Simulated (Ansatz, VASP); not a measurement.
# BN: VASP beside Ansatz

File INCAR:

```
PREC = Accurate
ENCUT = 520
EDIFF = 1E-6
ISMEAR = 0
SIGMA = 0.05
LREAL = F
LASPH = T
NELM = 80
ALGO = Normal
ISIF = 2
LWAVE = F
LCHARG = T
GGA = PE
LELF = T
LVHAR = T
NBANDS = 11
```

The input KPOINTS:

```
regular mesh
0
Gamma
  12 12 12
```

Contents of POSCAR:

```
BN
1.0
    0.0000000000      1.5522191429      1.8620671100
    1.8620671100      0.0000000000      1.8620671100
    1.8620671100      1.5522191429      0.0000000000
B N
1 1
Direct
    0.0000000000      0.0000000000      0.0000000000
    0.7500000000      0.7500000000      0.7500000000
```

Input for Ansatz:

```yaml
crystal:
  lattice:
    - [0.0, 1.5522191429, 1.86206711]
    - [1.86206711, 0.0, 1.86206711]
    - [1.86206711, 1.5522191429, 0.0]
  atoms:
    - { symbol: B, position: [0.0, 0.0, 0.0] }
    - { symbol: "N", position: [0.75, 0.75, 0.75] }
basis:
  ecutwfc: 520.0
kpoints:
  mp_grid: { grid: [12, 12, 12] }
hamiltonian:
  xc: pbe
scf:
  occupations: { method: gaussian, width: 0.05 }
output:
  forces: true
  stress: true
  eigenvalues: true
```

Alike in both runs: task single point; functional PBE; k mesh 12 × 12 × 12; occupations gaussian, width 0.05 eV; no spin polarisation.

```csv
,VASP,Ansatz
version,VASP 6.6.1,Ansatz 0.2.0
potentials or method,"VASP PAW PBE potentials, release 64 (B, N), cutoff 520 eV","scalar-relativistic, plane waves, PAW"
valence electrons in the cell,8,8
```

|  | VASP | Ansatz | Ansatz less VASP |
| --- | --- | --- | --- |
| gap on the k mesh at the Fermi level (eV) | 1.70 | 1.72 | +0.018 |
| least direct gap on the mesh (eV) | 7.76 | 7.78 | +0.016 |
